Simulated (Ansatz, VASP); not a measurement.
## IrO2: VASP beside Ansatz

```
Ir O
1.0
     4.49900    0.00000    0.00000
     0.00000    4.49900    0.00000
     0.00000    0.00000    3.20892
Ir O
2 4
Direct
  0.00000 0.00000 0.00000
  0.50000 0.50000 0.50000
  0.30951 0.30951 0.00000
  0.19049 0.80951 0.50000
  0.69049 0.69049 0.00000
  0.80951 0.19049 0.50000
```

Change from the starting cell: z stretched by +2 %, ions relaxed.

Alike in both runs: functional PBE; k mesh 10 × 10 × 15; occupations fermi-dirac, width 0.05 eV; collinear spin.

Ansatz relaxed the structure, and its values are those at the end. VASP's run is a single point on that final structure, the one shown.

|  | VASP | Ansatz |
| --- | --- | --- |
| version | VASP 6.6.1 | Ansatz 0.2.0 |
| potentials or method | VASP PAW PBE potentials, release 64 (Ir, O) | plane-wave PAW, scalar-relativistic |
| plane-wave cutoff (eV) | 600 | 420 |
| valence electrons in the cell | 42 | 58 |

|  | VASP | Ansatz | Ansatz less VASP |
| --- | --- | --- | --- |
| pressure (GPa) | 2.5 | 0.4 | -2.10 |
| net moment per atom (μB) | 0.00 | 0.00 | 0.000 |

The functional is the same, so the differences come from potentials, cutoffs and numerics. VASP's potentials hold 42 valence electrons a cell and Ansatz's 58, so a difference there can come from the potentials and not from the codes. Ansatz's warnings: seeded moment not kept, stress scf threshold loose.

Spin-orbit coupling is off throughout.
